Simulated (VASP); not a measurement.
# ScIn3As2 (P6/mmm) in VASP: further runs, part 2 of 2

VASP 6.6.1. The steps go on from the part before.

**4. Relaxation of cell and atoms, PBE**

This run uses another cell than the first one, of 24.68 Å³/atom.

The input, INCAR:

```
SYSTEM = ScIn3As2
PREC = Accurate
ENCUT = 600
EDIFF = 1E-6
ISMEAR = 0
SIGMA = 0.1
LREAL = .FALSE.
LASPH = .TRUE.
NELM = 80
ALGO = Fast
ISIF = 3
LWAVE = .FALSE.
LCHARG = .FALSE.
GGA = PE
IBRION = 2
NSW = 90
EDIFFG = -0.04
```

The input, KPOINTS:

```
regular mesh
0
G
  6 6 4
  0 0 0
```

The input, POSCAR:

```
ScIn3As2
1.0
    5.6994475879      0.0000000000      0.0000000000
   -2.8497237939      4.9358663986      0.0000000000
    0.0000000000      0.0000000000      5.2647627360
Sc In As
1 3 2
Direct
    0.0000000000      0.0000000000      0.0000000000
    0.5000000000      0.0000000000      0.5000000000
    0.0000000000      0.5000000000      0.5000000000
    0.5000000000      0.5000000000      0.5000000000
    0.3333333333      0.6666666667      0.0000000000
    0.6666666667      0.3333333333      0.0000000000
```

Potentials or basis: VASP PAW PBE potentials, release 64 (Sc_sv, In_d, As).

Command:

```sh
> cat potpaw_PBE.64/Sc_sv/POTCAR potpaw_PBE.64/In_d/POTCAR potpaw_PBE.64/As/POTCAR > POTCAR
> mpirun -np 1 vasp_std > vasp.out
```

OUTCAR:

```text
SYSTEM = ScIn3As2
   PREC = Accurate
   ENCUT = 600
   EDIFF = 1E-6
   ISMEAR = 0
   LREAL = .FALSE.
   LASPH = .TRUE.
   NELM = 80
   ISIF = 3
   GGA = PE
   IBRION = 2
   NSW = 90
   EDIFFG = -0.04

 ion  position               nearest neighbor table
   1  0.000  0.000  0.000-
   2  0.500  0.000  0.500-   4 2.85   4 2.85   3 2.85   3 2.85   5 3.10   6 3.10   5 3.10   6 3.10

   3  0.000  0.500  0.500-   2 2.85   2 2.85   4 2.85   4 2.85   5 3.10   6 3.10   5 3.10   6 3.10

   4  0.500  0.500  0.500-   2 2.85   2 2.85   3 2.85   3 2.85   5 3.10   6 3.10   5 3.10   6 3.10

   5  0.333  0.667  0.000-   2 3.10   2 3.10   3 3.10   3 3.10   4 3.10   4 3.10
   6  0.667  0.333  0.000-   2 3.10   2 3.10   3 3.10   3 3.10   4 3.10   4 3.10

  LATTYP: Found a hexagonal cell.
 ALAT       =     5.6994475879
 C/A-ratio  =     0.9237321082

  Lattice vectors:

 A1 = (   5.6994475879,   0.0000000000,   0.0000000000)
 A2 = (  -2.8497237939,   4.9358663986,   0.0000000000)
 A3 = (   0.0000000000,   0.0000000000,   5.2647627360)

Analysis of symmetry for initial positions (statically):
=====================================================================
 Subroutine PRICEL returns:
 Original cell was already a primitive cell.

 Routine SETGRP: Setting up the symmetry group for a
 hexagonal supercell.

 Subroutine GETGRP returns: Found 24 space group operations
 (whereof 24 operations were pure point group operations)
 out of a pool of 24 trial point group operations.

The static configuration has the point symmetry D_6h.

Analysis of symmetry for dynamics (positions and initial velocities):
=====================================================================
 Subroutine PRICEL returns:
 Original cell was already a primitive cell.

 Routine SETGRP: Setting up the symmetry group for a
 hexagonal supercell.

 Subroutine GETGRP returns: Found 24 space group operations
 (whereof 24 operations were pure point group operations)
 out of a pool of 24 trial point group operations.

The dynamic configuration has the point symmetry D_6h.

 Subroutine INISYM returns: Found 24 space group operations
 (whereof 24 operations are pure point group operations),
 and found     1 'primitive' translations

----------------------------------------------------------------------------------------

                                     Primitive cell

  volume of cell :     148.1068

  direct lattice vectors                    reciprocal lattice vectors
     5.699447588  0.000000000  0.000000000     0.175455601  0.101299338  0.000000000
    -2.849723794  4.935866399  0.000000000     0.000000000  0.202598677  0.000000000
     0.000000000  0.000000000  5.264762736     0.000000000  0.000000000  0.189942083

  length of vectors
     5.699447588  5.699447588  5.264762736     0.202598677  0.202598677  0.189942083

  position of ions in fractional coordinates (direct lattice)
     0.000000000  0.000000000  0.000000000
     0.500000000  0.000000000  0.500000000
     0.000000000  0.500000000  0.500000000
     0.500000000  0.500000000  0.500000000
     0.333333333  0.666666667  0.000000000
     0.666666667  0.333333333  0.000000000

  ion indices of the primitive-cell ions
   primitive index   ion index
                 1           1
                 2           2
                 3           3
                 4           4
                 5           5
                 6           6

----------------------------------------------------------------------------------------

 KPOINTS: regular mesh

Automatic generation of k-mesh.
 Grid dimensions read from file:
 generate k-points for:    6    6    4

 Generating k-lattice:

  Cartesian coordinates                     Fractional coordinates (reciprocal lattice)
     0.029242600  0.016883223  0.000000000     0.166666667  0.000000000  0.000000000
     0.000000000  0.033766446  0.000000000     0.000000000  0.166666667  0.000000000
     0.000000000  0.000000000  0.047485521     0.000000000  0.000000000  0.250000000

  Length of vectors
     0.033766446  0.033766446  0.047485521

  Shift w.r.t. Gamma in fractional coordinates (k-lattice)
     0.000000000  0.000000000  0.000000000

 Subroutine IBZKPT returns following result:
 ===========================================

 Found     21 irreducible k-points:

 Following reciprocal coordinates:
            Coordinates               Weight
  0.000000  0.000000  0.000000      1.000000
  0.166667  0.000000  0.000000      6.000000
  0.333333  0.000000  0.000000      6.000000
  0.500000  0.000000  0.000000      3.000000
  0.166667  0.166667  0.000000      6.000000
  0.333333  0.166667  0.000000     12.000000
[... 13 lines left out ...]
  0.333333  0.166667  0.500000     12.000000
  0.333333  0.333333  0.500000      2.000000
   k-points           NKPTS =     21   k-points in BZ     NKDIM =     21   number of bands    NBANDS=     36
   number of dos      NEDOS =    301   number of ions     NIONS =      6
   total plane-waves  NPLWV =  96768
   dimension x,y,z NGX =    48 NGY =   48 NGZ =   42
   dimension x,y,z NGXF=    96 NGYF=   96 NGZF=   84
   ions per type =               1   3   2
   NGX,Y,Z   is equivalent  to a cutoff of  14.00, 14.00, 13.26 a.u.
   NGXF,Y,Z  is equivalent  to a cutoff of  28.00, 28.00, 26.52 a.u.
 SYSTEM =  ScIn3As2
   PREC   = accura    normal or accurate (medium, high low for compatibility)
   ISTART =      0    job   : 0-new  1-cont  2-samecut
   ICHARG =      2    charge: 1-file 2-atom 10-const
   ISPIN  =      1    spin polarized calculation?
   LNONCOLLINEAR =      F non collinear calculations
   LSORBIT =      F    spin-orbit coupling
   LASPH  =      T    aspherical Exc in radial PAW
   ENCUT  =  600.0 eV  44.10 Ry    6.64 a.u.  11.38 11.38 10.52*2*pi/ulx,y,z
   NELM   =     80;   NELMIN=  2; NELMDL= -5     # of ELM steps
   EDIFF  = 0.1E-05   stopping-criterion for ELM
   LREAL  =      F    real-space projection
   EDIFFG = -.4E-01   stopping-criterion for IOM
   NSW    =     90    number of steps for IOM
   IBRION =      2    ionic relax: 0-MD 1-quasi-New 2-CG
   NFREE  =      1    steps in history (QN), initial steepest desc. (CG)
   ISIF   =      3    stress and relaxation
   ISYM   =      2    0-nonsym 1-usesym 2-fastsym
   POTIM  = 0.5000    time-step for ionic-motion
   TEBEG  =    0.0;   TEEND  =   0.0 temperature during run
   PSTRESS=    0.0 pullay stress
   NELECT =      60.0000    total number of electrons
   NUPDOWN=      -1.0000    fix difference up-down
   EMIN   =  10.00;   EMAX   =-10.00  energy-range for DOS
   EFERMI =   0.00;   METHOD = LEGACY
   ISMEAR =     0;   SIGMA  =   0.10  broadening in eV -4-tet -1-fermi 0-gaus
   EFERMI_NEDOS =   21; number of points for ismear=-14 and -15
   IALGO  =     68    algorithm
   IMIX   =      4    mixing-type and parameters
     AMIX     =   0.40;   BMIX     =  1.00
     AMIX_MAG =   1.60;   BMIX_MAG =  1.00
  volume/ion in A,a.u.               =      24.68       166.58
  Fermi-wavevector in a.u.,A,eV,Ry     =   1.211342  2.289105 19.964515  1.467350
  Thomas-Fermi vector in A             =   2.346861
   LORBIT       =      0    0 simple, 1 ext, 2 COOP (PROOUT), +10 PAW based schemes
   GGA     = PE    functional components
   LHFCALC =     F    Hartree Fock is set to
   AEXX    =    0.0000 exact exchange contribution
   IVDW    =     0    specifies the selected vdW correction
   LEPSILON=     F    determine dielectric tensor
   LRPA    =     F    only Hartree local field effects (RPA)
 conjugate gradient relaxation of ions
 non-spin polarized calculation
 RMM-DIIS sequential band-by-band and
 Gauss-broadening in eV      SIGMA  =   0.10
  energy-cutoff  :      600.00
  volume of cell :      148.11
 maximum number of plane-waves:      4976
 NGX is ok and might be reduce to    48
   NGX = 23   NGY = 23   NGZ = 21

--------------------------------------- Ionic step        1  -------------------------------------------

 number of electron      60.0000021 magnetization

 Free energy of the ion-electron system (eV)
  ---------------------------------------------------
  ext. energy  EPLUGINS =         0.00000000
  ---------------------------------------------------
  free energy    TOTEN  =       -22.42270497 eV

  energy without entropy =      -22.40140173  energy(sigma->0) =      -22.41205335

 E-fermi :   6.3504     XC(G=0): -10.0204

 val. band max:        6.3198108175   @ k =   0.3333   0.0000   0.2500
 cond. band min:       6.3925330482   @ k =   0.1667   0.0000   0.0000
 fundamental gap:      0.0727222307
 Fermi energy:         6.3504299146

 k-point     1 :       0.0000    0.0000    0.0000
  band No.  band energies     occupation
      1     -44.7316      2.00000
      2     -23.4850      2.00000
      3     -23.2252      2.00000
      4     -23.2252      2.00000
      5      -9.3313      2.00000
      6      -9.0843      2.00000
[... 965 lines left out ...]
  energy  without entropy=      -22.4074410344  energy(sigma->0) =      -22.41996288

--------------------------------------- Ionic step        5  -------------------------------------------

 number of electron      59.9999993 magnetization

 Free energy of the ion-electron system (eV)
  ---------------------------------------------------
  ext. energy  EPLUGINS =         0.00000000
  ---------------------------------------------------
  free energy    TOTEN  =       -22.43402885 eV

  energy without entropy =      -22.40945572  energy(sigma->0) =      -22.42174229

 E-fermi :   6.3051     XC(G=0):  -9.9886

 val. band max:        6.3043627737   @ k =   0.0000   0.0000   0.5000
 cond. band min:       6.3302361886   @ k =   0.3333   0.1667   0.5000
 fundamental gap:      0.0258734150
 Fermi energy:         6.3050720317

 k-point     1 :       0.0000    0.0000    0.0000
  band No.  band energies     occupation
      1     -44.8007      2.00000
      2     -23.5437      2.00000
      3     -23.3008      2.00000
      4     -23.3008      2.00000
      5      -9.3222      2.00000
      6      -9.0942      2.00000
[... 841 lines left out ...]
  FREE ENERGIE OF THE ION-ELECTRON SYSTEM (eV)
  ---------------------------------------------------
  free  energy   TOTEN  =       -22.4340288512 eV

  energy  without entropy=      -22.4094557223  energy(sigma->0) =      -22.42174229

 reached required accuracy - stopping structural energy minimisation
```

It took 7.3 min on 1 thread of Intel Xeon 6975P-C (Granite Rapids), shared host; peak memory 0.41 GiB.

Results:

```
Free energy                           : -22.4340 eV
Relaxed volume                        : 24.87 Å³/atom
Relaxed cell                          : a = 5.762 Å, b = 5.762 Å, c = 5.189 Å, α = 90.00°, β = 90.00°, γ = 120.00°
Space group after relaxing (to 0.1 Å) : P6/mmm (No. 191)
Energy gained by relaxing             : 1.9 meV/atom
Ionic steps                           : 5
Pressure after relaxing               : 0.0 GPa
Band gap on the k mesh                : zero (bands 30 and 31 overlap by 1.53 eV)
```

Step by step:
| step | energy change (eV) | largest force (eV/Å) | pressure (GPa) | volume (Å³) |
| --- | --- | --- | --- | --- |
| 1 | 0.0000 | 0.0000 | 0.48 | 148.11 |
| 2 | -0.0062 | 0.0000 | -0.14 | 149.68 |
| 3 | -0.0065 | 0.0000 | -0.30 | 150.16 |
| 4 | -0.0098 | 0.0000 | -0.16 | 149.65 |
| 5 | -0.0113 | 0.0000 | -0.04 | 149.20 |

Final structure:
```cif
data_structure
_symmetry_space_group_name_H-M 'P 1'
_symmetry_Int_Tables_number 1
_cell_length_a 5.7619
_cell_length_b 5.7619
_cell_length_c 5.1893
_cell_angle_alpha 90.000
_cell_angle_beta 90.000
_cell_angle_gamma 120.000
_cell_volume 149.20
loop_
_atom_site_label
_atom_site_type_symbol
_atom_site_fract_x
_atom_site_fract_y
_atom_site_fract_z
_atom_site_occupancy
Sc1 Sc 0.00000 0.00000 0.00000 1
In1 In 0.50000 0.00000 0.50000 1
In2 In 0.00000 0.50000 0.50000 1
In3 In 0.50000 0.50000 0.50000 1
As1 As 0.33333 0.66667 0.00000 1
As2 As 0.66667 0.33333 0.00000 1
```

Caveat: spin-orbit coupling is left out, which moves the levels of the heavy elements.

**5. Single point, PBE**

The input, INCAR:

```
PREC = Accurate
ENCUT = 520
EDIFF = 1E-6
ISMEAR = 0
SIGMA = 0.1
LREAL = False
LASPH = True
NELM = 60
ALGO = Fast
ISIF = 2
LWAVE = False
LCHARG = False
GGA = PE
NBANDS = 39
```

The input, KPOINTS:

```
regular mesh
0
Gamma
  12 12 8
```

Edit POSCAR of step 4 so:

```diff
@@ -2,5 +2,5 @@
 1.0
-    5.6994475879      0.0000000000      0.0000000000
-   -2.8497237939      4.9358663986      0.0000000000
-    0.0000000000      0.0000000000      5.2647627360
+    5.7703973206      0.0000000000      0.0000000000
+   -2.8851986603      4.9973106695      0.0000000000
+    0.0000000000      0.0000000000      5.1538740810
 Sc In As
```

Command:

```sh
> cat potpaw_PBE.64/Sc_sv/POTCAR potpaw_PBE.64/In_d/POTCAR potpaw_PBE.64/As/POTCAR > POTCAR
> mpirun -np 1 vasp_std > vasp.out
```

Wall time 11 min (1 thread of Intel Xeon 6975P-C (Granite Rapids), shared host); peak memory 0.65 GiB.

Results (log left out):

```
Free energy            : -22.4192 eV
Pressure               : 0.0 GPa
Band gap on the k mesh : zero (bands 30 and 31 overlap by 1.59 eV)
```

Levels at points of the mesh, in eV from the Fermi level:
```
           k point  band 28  band 29  band 30  band 31  band 32  band 33
(0.00, 0.00, 0.00)    -2.08    -0.87     0.15     0.34     0.34     0.58
(0.50, 0.00, 0.00)    -1.00    -0.83    -0.57    -0.24     0.18     0.82
(0.00, 0.00, 0.50)    -1.56    -1.56    -0.84    -0.84     0.15     0.71
(0.50, 0.00, 0.50)    -0.63    -0.50     0.72     0.79     0.88     0.97
```

Caveat: spin-orbit coupling is left out, which moves the levels of the heavy elements.

**6. Summary**

| task | cell | k mesh | cutoff (eV) | gap on the mesh (eV) | pressure (GPa) | relaxed volume (Å³/atom) |
| --- | --- | --- | --- | --- | --- | --- |
| single point | a = 5.755, b = 5.755, c = 5.191 Å, angles 90.0, 90.0, 120.0°, 6 atoms | 6 × 6 × 8 | 520 | none | 0.1 | - |
| relaxation of cell and atoms | relaxed from a = 6.138, b = 6.138, c = 4.304 Å, angles 90.0, 90.0, 120.0°, 6 atoms | 3 × 3 × 4 | 600 | none | 0.1 | 24.77 |
| relaxation of cell and atoms | relaxed from a = 5.699, b = 5.699, c = 5.265 Å, angles 90.0, 90.0, 120.0°, 6 atoms | 6 × 6 × 4 | 600 | none | 0.0 | 24.87 |
| single point | a = 5.770, b = 5.770, c = 5.154 Å, angles 90.0, 90.0, 120.0°, 6 atoms | 12 × 12 × 8 | 520 | none | 0.0 | - |

Alike in all rows: level PBE; potentials or basis VASP PAW PBE potentials, release 64 (Sc_sv, In_d, As); no spin polarisation; smearing gaussian 0.1 eV.

Caveats: some runs use coarse meshes; spin-orbit coupling is left out, which moves the levels of the heavy elements; a cell axis changed by over 15 % at a fixed basis, so the end point is rough (at least some runs).

Total energies depend on the potentials used, so only differences within one code and one set of settings carry meaning.
